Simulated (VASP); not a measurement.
# LiSe2 (R3m) in VASP: further runs

LiSe2 is run at these levels: PBE; tasks: single point, relaxation of cell and atoms.

Everything below comes from runs of VASP 6.6.1. Logs are shortened: lines on timing, memory, paths and dates and some standing lists are left out, and cuts for length are marked.

**1. The cell of the first run**

Symmetry: R3m, No. 160, trigonal system. Conventional cell: a = 3.297 Å, b = 3.297 Å, c = 19.150 Å, α = 90.00°, β = 90.00°, γ = 120.00°. Li (site symmetry 3m) has 6 Se at 2.46 Å and 6 Li at 3.30 Å within 3.3 Å. Within 3.3 Å of Se (site symmetry 3m) lie 3 Li at 2.46 Å and 7 Se at 3.13 to 3.30 Å. Within 3.3 Å of Se (site symmetry 3m) lie 3 Li at 2.46 Å and 7 Se at 3.13 to 3.30 Å.

**2. Single point, PBE**

INCAR

```
ALGO     = Normal         # electronic algorithm
EDIFF    = 1E-7           # SCF threshold, eV
ENCUT    = 520            # plane-wave cutoff, eV
GGA      = PE             # functional
ISIF     = 2              # what is computed and relaxed
ISMEAR   = 0              # smearing method
LASPH    = T              # aspherical terms in the spheres
LCHARG   = T              # write CHGCAR
LELF     = T              # ELF
LREAL    = F              # projectors in reciprocal space
LVHAR    = T            
LWAVE    = F              # write WAVECAR
NBANDS   = 14             # bands
NELM     = 100            # most SCF steps
PREC     = Accurate       # precision mode
SIGMA    = 0.1            # smearing width, eV
```

KPOINTS

```
k-points
0
Gamma
  6 6 6
```

POSCAR

```
LiSe2
1.0
    1.6486887957      0.9518709200      6.3834734656
   -1.6486887957      0.9518709200      6.3834734656
    0.0000000000     -1.9037418400      6.3834734656
Li Se
1 2
Direct
    0.0000000000      0.0000000000      0.0000000000
    0.7484000000      0.7484000000      0.7484000000
    0.5849000000      0.5849000000      0.5849000000
```

Potentials or basis: VASP PAW PBE potentials, release 64 (Li_sv, Se).

Started as:

```
$ cat potpaw_PBE.64/Li_sv/POTCAR potpaw_PBE.64/Se/POTCAR > POTCAR
$ mpirun -np 1 vasp_std > vasp.out
```

OUTCAR:

```text
EDIFF = 1E-7
   ENCUT = 520
   GGA = PE
   ISIF = 2
   ISMEAR = 0
   LASPH = T
   LREAL = F
   NELM = 100
   PREC = Accurate

 ion  position               nearest neighbor table
   1  0.000  0.000  0.000-   2 2.46   2 2.46   2 2.46   3 2.46   3 2.46   3 2.46
   2  0.748  0.748  0.748-   1 2.46   1 2.46   1 2.46
   3  0.585  0.585  0.585-   1 2.46   1 2.46   1 2.46

  LATTYP: Found a trigonal (rhomboedric) cell.
 ALAT       =     6.6613036622
 COS(alpha) =     0.8774851014

  Lattice vectors:

 A1 = (   1.6486887957,   0.9518709200,   6.3834734656)
 A2 = (  -1.6486887957,   0.9518709200,   6.3834734656)
 A3 = (   0.0000000000,  -1.9037418400,   6.3834734656)

Analysis of symmetry for initial positions (statically):
=====================================================================
 Subroutine PRICEL returns:
 Original cell was already a primitive cell.

 Routine SETGRP: Setting up the symmetry group for a
 trigonal (rhombohedral) supercell.

 Subroutine GETGRP returns: Found  6 space group operations
 (whereof  6 operations were pure point group operations)
 out of a pool of 12 trial point group operations.

The static configuration has the point symmetry C_3v.

Analysis of symmetry for dynamics (positions and initial velocities):
=====================================================================
 Subroutine PRICEL returns:
 Original cell was already a primitive cell.

 Routine SETGRP: Setting up the symmetry group for a
 trigonal (rhombohedral) supercell.

 Subroutine GETGRP returns: Found  6 space group operations
 (whereof  6 operations were pure point group operations)
 out of a pool of 12 trial point group operations.

The dynamic configuration has the point symmetry C_3v.

 Subroutine INISYM returns: Found  6 space group operations
 (whereof  6 operations are pure point group operations),
 and found     1 'primitive' translations

----------------------------------------------------------------------------------------

                                     Primitive cell

  volume of cell :      60.1070

  direct lattice vectors                    reciprocal lattice vectors
     1.648688796  0.951870920  6.383473466     0.303271303  0.175093769  0.052218175
    -1.648688796  0.951870920  6.383473466    -0.303271303  0.175093769  0.052218175
     0.000000000 -1.903741840  6.383473466     0.000000000 -0.350187537  0.052218175

  length of vectors
     6.661303662  6.661303662  6.661303662     0.354059386  0.354059386  0.354059386

  position of ions in fractional coordinates (direct lattice)
     0.000000000  0.000000000  0.000000000
     0.748400000  0.748400000  0.748400000
     0.584900000  0.584900000  0.584900000

  ion indices of the primitive-cell ions
   primitive index   ion index
                 1           1
                 2           2
                 3           3

----------------------------------------------------------------------------------------

 KPOINTS: k-points

Automatic generation of k-mesh.
 Grid dimensions read from file:
 generate k-points for:    6    6    6

 Generating k-lattice:

  Cartesian coordinates                     Fractional coordinates (reciprocal lattice)
     0.050545217  0.029182295  0.008703029     0.166666667 -0.000000000  0.000000000
    -0.050545217  0.029182295  0.008703029    -0.000000000  0.166666667  0.000000000
     0.000000000 -0.058364590  0.008703029     0.000000000  0.000000000  0.166666667

  Length of vectors
     0.059009898  0.059009898  0.059009898

  Shift w.r.t. Gamma in fractional coordinates (k-lattice)
     0.000000000  0.000000000  0.000000000

 Subroutine IBZKPT returns following result:
 ===========================================

 Found     32 irreducible k-points:

 Following reciprocal coordinates:
            Coordinates               Weight
  0.000000  0.000000  0.000000      1.000000
  0.166667  0.000000  0.000000      6.000000
  0.333333 -0.000000  0.000000      6.000000
  0.500000 -0.000000  0.000000      3.000000
  0.166667  0.166667  0.000000      6.000000
  0.333333  0.166667  0.000000     12.000000
[... 16 lines left out ...]
  0.500000  0.500000  0.166667      6.000000
 -0.333333  0.500000  0.166667     12.000000
 [... further k-points ...]
   k-points           NKPTS =     32   k-points in BZ     NKDIM =     32   number of bands    NBANDS=     14
   number of dos      NEDOS =    301   number of ions     NIONS =      3
   total plane-waves  NPLWV = 125000
   dimension x,y,z NGX =    50 NGY =   50 NGZ =   50
   dimension x,y,z NGXF=   100 NGYF=  100 NGZF=  100
   ions per type =               1   2
   NGX,Y,Z   is equivalent  to a cutoff of  12.48, 12.48, 12.48 a.u.
   NGXF,Y,Z  is equivalent  to a cutoff of  24.96, 24.96, 24.96 a.u.
 SYSTEM =  unknown system
   PREC   = accura    normal or accurate (medium, high low for compatibility)
   ISTART =      0    job   : 0-new  1-cont  2-samecut
   ICHARG =      2    charge: 1-file 2-atom 10-const
   ISPIN  =      1    spin polarized calculation?
   LNONCOLLINEAR =      F non collinear calculations
   LSORBIT =      F    spin-orbit coupling
   LASPH  =      T    aspherical Exc in radial PAW
   ENCUT  =  520.0 eV  38.22 Ry    6.18 a.u.  12.39 12.39 12.39*2*pi/ulx,y,z
   NELM   =    100;   NELMIN=  2; NELMDL= -5     # of ELM steps
   EDIFF  = 0.1E-06   stopping-criterion for ELM
   LREAL  =      F    real-space projection
   EDIFFG = 0.1E-05   stopping-criterion for IOM
   NSW    =      0    number of steps for IOM
   IBRION =     -1    ionic relax: 0-MD 1-quasi-New 2-CG
   NFREE  =      0    steps in history (QN), initial steepest desc. (CG)
   ISIF   =      2    stress and relaxation
   ISYM   =      2    0-nonsym 1-usesym 2-fastsym
   POTIM  = 0.5000    time-step for ionic-motion
   TEBEG  =    0.0;   TEEND  =   0.0 temperature during run
   PSTRESS=    0.0 pullay stress
   NELECT =      15.0000    total number of electrons
   NUPDOWN=      -1.0000    fix difference up-down
   EMIN   =  10.00;   EMAX   =-10.00  energy-range for DOS
   EFERMI =   0.00;   METHOD = LEGACY
   ISMEAR =     0;   SIGMA  =   0.10  broadening in eV -4-tet -1-fermi 0-gaus
   EFERMI_NEDOS =   21; number of points for ismear=-14 and -15
   IALGO  =     38    algorithm
   IMIX   =      4    mixing-type and parameters
     AMIX     =   0.40;   BMIX     =  1.00
     AMIX_MAG =   1.60;   BMIX_MAG =  1.00
  volume/ion in A,a.u.               =      20.04       135.21
  Fermi-wavevector in a.u.,A,eV,Ry     =   1.030695  1.947731 14.453911  1.062332
  Thomas-Fermi vector in A             =   2.164806
   LORBIT       =      0    0 simple, 1 ext, 2 COOP (PROOUT), +10 PAW based schemes
   GGA     = PE    functional components
   LHFCALC =     F    Hartree Fock is set to
   AEXX    =    0.0000 exact exchange contribution
   IVDW    =     0    specifies the selected vdW correction
   LEPSILON=     F    determine dielectric tensor
   LRPA    =     F    only Hartree local field effects (RPA)
 non-spin polarized calculation
 Gauss-broadening in eV      SIGMA  =   0.10
  energy-cutoff  :      520.00
  volume of cell :       60.11
 maximum number of plane-waves:      1638
 NGX is ok and might be reduce to    50
   NGX = 25   NGY = 25   NGZ = 25

 number of electron      15.0000002 magnetization

 Free energy of the ion-electron system (eV)
  ---------------------------------------------------
  ext. energy  EPLUGINS =         0.00000000
  ---------------------------------------------------
  free energy    TOTEN  =        -8.92319573 eV

  energy without entropy =       -8.90480272  energy(sigma->0) =       -8.91399922

 E-fermi :   2.8029     XC(G=0):  -9.3375

 val. band max:        2.7969838407   @ k =   0.5000   0.1667   0.1667
 cond. band min:       2.8272294802   @ k =   0.3333  -0.0000   0.0000
 fundamental gap:      0.0302456394
 Fermi energy:         2.8028743065

 k-point     1 :       0.0000    0.0000    0.0000
  band No.  band energies     occupation
      1     -42.0495      2.00000
      2     -11.0488      2.00000
      3     -10.1076      2.00000
      4      -1.9019      2.00000
      5       2.7791      1.26381
      6       4.0996      0.00000
      7       4.0996      0.00000
      8       4.5915      0.00000
      9       4.5915      0.00000
     10       9.2903      0.00000
     11      11.0511      0.00000
     12      11.3677      0.00000
     13      12.2892      0.00000
     14      12.2892      0.00000

 k-point     2 :       0.1667    0.0000    0.0000
  band No.  band energies     occupation
      1     -42.0477      2.00000
      2     -10.7409      2.00000
      3      -9.8084      2.00000
      4      -1.5776      2.00000
      5       2.1154      2.00000
      6       2.5478      1.99969
      7       3.1753      0.00000
      8       3.6016      0.00000
      9       4.1377      0.00000
     10       9.5712      0.00000
     11      11.2027      0.00000
     12      11.8241      0.00000
     13      12.2824      0.00000
     14      13.0410      0.00000

 k-point     3 :       0.3333   -0.0000    0.0000
  band No.  band energies     occupation
      1     -42.0440      2.00000
      2      -9.9854      2.00000
      3      -9.0869      2.00000
      4      -0.9469      2.00000
      5      -0.5105      2.00000
      6       0.1304      2.00000
      7       2.8272      0.73052
      8       3.2987      0.00000
      9       3.3916      0.00000
     10       8.4377      0.00000
     11       9.9353      0.00000
     12      10.3589      0.00000
     13      11.4216      0.00000
     14      13.1681      0.00000

 k-point     4 :       0.5000   -0.0000    0.0000
  band No.  band energies     occupation
      1     -42.0421      2.00000
      2      -9.4899      2.00000
      3      -8.6291      2.00000
      4      -1.9286      2.00000
      5      -1.2220      2.00000
      6       0.0012      2.00000
      7       2.5078      1.99997
      8       3.0740      0.00013
      9       3.3380      0.00000
     10       7.3140      0.00000
     11       9.5942      0.00000
     12       9.7555      0.00000
     13      11.3138      0.00000
     14      12.9636      0.00000

 k-point     5 :       0.1667    0.1667    0.0000
  band No.  band energies     occupation
      1     -42.0477      2.00000
      2     -10.7251      2.00000
      3      -9.8324      2.00000
      4      -1.4999      2.00000
      5       2.1949      2.00000
      6       2.4195      2.00000
      7       3.0395      0.00082
      8       3.5210      0.00000
      9       4.2411      0.00000
     10       9.7364      0.00000
     11      11.1036      0.00000
[... 276 lines left out ...]
 k-point    22 :      -0.1667    0.3333    0.1667
  band No.  band energies     occupation
      1     -42.0422      2.00000
      2      -9.4966      2.00000
      3      -8.6659      2.00000
      4      -1.3159      2.00000
      5      -0.7393      2.00000
      6      -0.0244      2.00000
      7       1.1806      2.00000
      8       1.9870      2.00000
      9       3.3477      0.00000
     10       8.2151      0.00000
     11      10.6299      0.00000
     12      11.3149      0.00000
     13      11.6629      0.00000
     14      12.5888      0.00000

 k-point    23 :       0.5000    0.5000    0.1667
  band No.  band energies     occupation
      1     -42.0440      2.00000
      2      -9.8270      2.00000
      3      -9.3057      2.00000
      4      -0.6363      2.00000
      5      -0.1966      2.00000
      6       0.3326      2.00000
      7       1.9586      2.00000
      8       2.6305      1.98523
      9       3.6650      0.00000
     10       8.6814      0.00000
     11      10.1305      0.00000
     12      10.6762      0.00000
     13      11.6200      0.00000
     14      12.3874      0.00000

 k-point    24 :      -0.3333    0.5000    0.1667
  band No.  band energies     occupation
      1     -42.0421      2.00000
      2      -9.3993      2.00000
      3      -8.8007      2.00000
      4      -1.2718      2.00000
      5      -0.7556      2.00000
      6       0.4893      2.00000
      7       1.1231      2.00000
      8       2.0458      2.00000
      9       2.5534      1.99958
     10       8.2632      0.00000
     11      10.3762      0.00000
     12      11.3222      0.00000
     13      11.6997      0.00000
     14      12.6051      0.00000

 [... further k-points ...]

------------------------ aborting loop because EDIFF is reached ----------------------------------------

  FORCE on cell =-STRESS in cart. coord.  units (eV):
  Direction    XX          YY          ZZ          XY          YZ          ZX
  --------------------------------------------------------------------------------------
  -------------------------------------------------------------------------------------
  Total        0.9900009      0.9900009     -0.0074550      0.0000000     -0.0000000     -0.0000000
  in kB       26.3888893     26.3888893     -0.1987153      0.0000000     -0.0000000     -0.0000000
  external PRESSURE =      17.5263545 kB  Pullay stress =       0.0000000 kB

 VOLUME and BASIS-vectors are now :
 -----------------------------------------------------------------------------
  energy-cutoff  :      520.00
  volume of cell :       60.11
      direct lattice vectors                 reciprocal lattice vectors
     1.648688796  0.951870920  6.383473466     0.303271303  0.175093769  0.052218175
    -1.648688796  0.951870920  6.383473466    -0.303271303  0.175093769  0.052218175
     0.000000000 -1.903741840  6.383473466     0.000000000 -0.350187537  0.052218175

 POSITION                                       TOTAL-FORCE (eV/Angst)
 -----------------------------------------------------------------------------------
      0.00000      0.00000      0.00000         0.000000      0.000000      0.017869
      0.00000      0.00000     14.33217         0.000000      0.000000      0.388710
      0.00000      0.00000     11.20108         0.000000     -0.000000     -0.406579
 -----------------------------------------------------------------------------------
    total drift:                                0.000000      0.000000     -0.000137

  FREE ENERGIE OF THE ION-ELECTRON SYSTEM (eV)
  ---------------------------------------------------
  free  energy   TOTEN  =        -8.9231957288 eV

  energy  without entropy=       -8.9048027202  energy(sigma->0) =       -8.91399922
```

Run time: 75 s. Hardware: 1 thread of Intel Xeon 6975P-C (Granite Rapids), shared host; peak memory 0.33 GiB.

What came out:

```
Free energy            : -8.9232 eV
Largest force          : 0.407 eV/Å
Band gap on the k mesh : zero (an odd number of electrons rules out a gap without spin polarisation)
```

Forces on the atoms (eV/Å):
```
Li   0.000  0.000  0.018
Se   0.000  0.000  0.389
Se   0.000  0.000 -0.407
```

Levels at points of the mesh, in eV from the Fermi level:
```
           k point  band 3  band 4  band 5  band 6  band 7  band 8  band 9  band 10  band 11  band 12
(0.00, 0.00, 0.00)  -12.91   -4.70   -0.02    1.30    1.30    1.79    1.79     6.49     8.25     8.56
(0.50, 0.00, 0.00)  -11.43   -4.73   -4.02   -2.80   -0.30    0.27    0.54     4.51     6.79     6.95
(0.50, 0.50, 0.00)  -11.57   -4.56   -4.22   -2.31   -0.51   -0.22    0.58     5.18     6.73     6.89
(0.50, 0.50, 0.50)  -13.29   -3.12   -2.46    1.19    1.19    1.92    1.92     7.80     8.38     9.39
```

Caveat: the k points lie up to 0.37 Å⁻¹ apart, too coarse for converged energies and pressures of a metal; the cutoff is under 1.25 times the usual one of these potentials, so pressure, stress and relaxed cells hold a basis-set (Pulay) error.

**3. Single point, PBE**

This run uses another cell than the first one, of 23.01 Å³/atom.

INCAR

```
SYSTEM = LiSe2
PREC     = Accurate       ! precision mode
ENCUT    = 520            ! plane-wave cutoff, eV
EDIFF    = 1E-7           ! SCF threshold, eV
ISMEAR   = 0              ! smearing method
SIGMA    = 0.1            ! smearing width, eV
LREAL    = .FALSE.        ! projectors in reciprocal space
LASPH    = .TRUE.         ! aspherical terms in the spheres
NELM     = 60             ! most SCF steps
ALGO     = Normal         ! electronic algorithm
ISIF     = 2              ! what is computed and relaxed
LWAVE    = .FALSE.        ! write WAVECAR
LCHARG   = .FALSE.        ! write CHGCAR
GGA      = PE             ! functional
NBANDS   = 14             ! bands
```

KPOINTS

```
regular mesh
0
G
  6 6 6
  0 0 0
```

POSCAR

```
LiSe2
1.0
    2.0448432331      1.1805907911      4.7664640517
   -2.0448432331      1.1805907911      4.7664640517
    0.0000000000     -2.3611815822      4.7664640517
Li Se
1 2
Direct
    0.0012071052      0.0012071052      0.0012071052
    0.7489054259      0.7489054259      0.7489054259
    0.5831874689      0.5831874689      0.5831874689
```

Potentials or basis: VASP PAW PBE potentials, release 64 (Li_sv, Se).

Started as:

```
$ cat potpaw_PBE.64/Li_sv/POTCAR potpaw_PBE.64/Se/POTCAR > POTCAR
$ mpirun -np 1 vasp_std > vasp.out
```

Run time: 26 s. Hardware: 1 thread of Intel Xeon 6975P-C (Granite Rapids), shared host; peak memory 0.24 GiB.

Results (log left out):

```yaml
Free_energy: -10.3369 eV
Largest_force: 0.038 eV/Å
Band_gap_on_the_k_mesh: zero (an odd number of electrons rules out a gap without spin polarisation)
```

Forces in eV/Å, atoms in the order of the input:
```
Li   0.000  0.000 -0.010
Se   0.000  0.000  0.038
Se   0.000  0.000 -0.028
```

Levels at points of the mesh, in eV from the Fermi level:
```csv
k point,band 5,band 6,band 7,band 8,band 9,band 10
"(0.00, 0.00, 0.00)",-1.77,-1.77,-0.18,-0.18,2.79,3.98
"(0.50, 0.00, 0.00)",-4.33,-2.23,-0.95,-0.87,2.56,4.80
"(0.50, 0.50, 0.00)",-3.83,-3.02,-1.52,0.65,2.03,4.15
"(0.50, 0.50, 0.50)",-2.24,-2.24,0.72,0.72,1.19,3.69
```

Caveat: the cutoff is under 1.25 times the usual one of these potentials, so pressure, stress and relaxed cells hold a basis-set (Pulay) error.

(Part 1 of 2 ends here.)
